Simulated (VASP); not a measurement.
Set up this calculation in VASP 6.6.1, as the native input.

```yaml
Task: single point
Functional: LDA
Potentials_or_basis: VASP PAW LDA potentials, release 64 (B, P)
Cutoff: 520 eV
k_mesh: 8 × 8 × 8
Occupations: gaussian, width 0.01 eV
Spin: no spin polarisation
Dipole_correction: no
Further_INCAR_settings: ALGO = Normal; EDIFF = 1e-06; NBANDS = 11
```

The structure of BP lies in POSCAR:

```
BP
1.0
    0.0000000000      2.2069685624      2.2069685624
    2.2069685624      0.0000000000      2.2069685624
    2.2069685624      2.2069685624      0.0000000000
B P
1 1
Direct
    0.0000000000      0.0000000000      0.0000000000
    0.7500000000      0.7500000000      0.7500000000
```

One way to write it, as run:

INCAR

```
ALGO     = Normal         # electronic algorithm
EDIFF    = 1E-6           # SCF threshold, eV
ENCUT    = 520            # plane-wave cutoff, eV
GGA      = CA             # functional
ISIF     = 2              # what is computed and relaxed
ISMEAR   = 0              # smearing method
LASPH    = True           # aspherical terms in the spheres
LCHARG   = True           # write CHGCAR
LELF     = True           # ELF
LREAL    = False          # projectors in reciprocal space
LVHAR    = True         
LWAVE    = False          # write WAVECAR
NBANDS   = 11             # bands
NELM     = 60             # most SCF steps
PREC     = Accurate       # precision mode
SIGMA    = 0.01           # smearing width, eV
```

KPOINTS

```
k-points
0
Gamma
  8 8 8
```

Potentials or basis: VASP PAW LDA potentials, release 64 (B, P).

Command:

```sh
$ cat potpaw_LDA.64/B/POTCAR potpaw_LDA.64/P/POTCAR > POTCAR
$ mpirun -np 1 vasp_std > vasp.out
```

Results of the run:

| Item | Value |
| --- | --- |
| Pressure | 9.8 GPa |
| Band gap on the k mesh | 1.13 eV, indirect (least direct gap 3.52 eV) |

Run time: 3.1 s on 1 thread of AMD EPYC 9R45 96-Core Processor (Zen 5) (shared host), peak memory 0.09 GiB.
